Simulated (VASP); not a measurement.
Here is a VASP 6.6.1 calculation.

Contents of INCAR:

```
ALGO = Normal ; EDIFF = 1E-6
ENCUT = 520 ; GGA = PS
ISIF = 2 ; ISMEAR = -1
LASPH = T ; LCHARG = F
LREAL = F ; LWAVE = F
NBANDS = 14 ; NELM = 80
PREC = Accurate ; SIGMA = 0.05
```

The input KPOINTS:

```
k-points
0
Gamma
  11 11 6
```

Contents of POSCAR:

```
Re
1.0
    2.8149470801      0.0000000000      0.0000000000
   -1.4074735401      2.4378156817      0.0000000000
    0.0000000000      0.0000000000      4.5456378849
Re
2
Direct
    0.6666666667      0.3333333333      0.7500000000
    0.3333333333      0.6666666667      0.2500000000
```

Potentials or basis: VASP PAW PBE potentials, release 64 (Re).

The run is started by

```console
$ cat potpaw_PBE.64/Re/POTCAR > POTCAR
$ mpirun -np 1 vasp_std > vasp.out
```

Question: Predict the band gap on the k mesh.

Answer: Zero (band 7 reaches 8.21 eV, above the bottom of band 8 at 5.45 eV).

Question: Estimate the pressure.

Answer: -23.7 GPa.

Caveat: the PAW data sets were made with another functional, which shifts forces and pressure a little; spin-orbit coupling is left out, which moves the levels of the heavy elements.
